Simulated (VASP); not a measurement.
Wanted: the native input for a VASP 6.6.1 run.

- Task: single point
- Functional: PBE
- Potentials or basis: VASP PAW PBE potentials, release 64 (Al, N)
- Cutoff: 600 eV
- k mesh: 8 × 8 × 6
- Occupations: gaussian, width 0.05 eV
- Spin: no spin polarisation
- Dipole correction: no
- Further INCAR settings: ALGO = Normal; EDIFF = 1e-06; NBANDS = 16

The structure of AlN lies in POSCAR:

```
AlN
1.0
    0.0000000000     -2.0353166207     -2.0353166207
    0.0000000000      2.0353166207     -2.0353166207
    4.0706332413      0.0000000000      0.0000000000
Al N
2 2
Direct
    0.5017581551      0.4982418449      0.0000000000
   -0.0017581551      0.0017581551      0.5000000000
    0.5093351569      0.4906648431      0.5000000000
   -0.0093351569      1.0093351569      0.0000000000
```

This cell differs from its parent crystal: mode 10 frozen in at -0.038 Å and mode 12 at +0.000 Å (largest displacements).

These files were run (other wordings do the same):

INCAR

```
SYSTEM = AlN
ALGO = Normal
EDIFF = 1E-6
ENCUT = 600
GGA = PE
GGA_COMPAT = .FALSE.
ISIF = 2
ISMEAR = 0
LASPH = .TRUE.
LCHARG = .TRUE.
LELF = .TRUE.
LREAL = .FALSE.
LVHAR = .TRUE.
LWAVE = .FALSE.
NBANDS = 16
NELM = 120
PREC = Accurate
SIGMA = 0.05
```

KPOINTS

```
k-points
0
G
  8 8 6
  0 0 0
```

Potentials or basis: VASP PAW PBE potentials, release 64 (Al, N).

Run with:

```console
$ cat potpaw_PBE.64/Al/POTCAR potpaw_PBE.64/N/POTCAR > POTCAR
$ mpirun -np 1 vasp_std > vasp.out
```

It gave:

```json
{
 "Pressure": "-0.1 GPa",
 "Largest force": "0.594 eV/Å",
 "Band gap on the k mesh": "4.38 eV"
}
```

Caveat: the cell differs from its parent crystal (mode 10 frozen in at -0.038 Å and mode 12 at +0.000 Å (largest displacements)).

Wall time 24 s on 1 thread of Intel Xeon 6975P-C, on a shared host, peak memory 0.18 GiB.
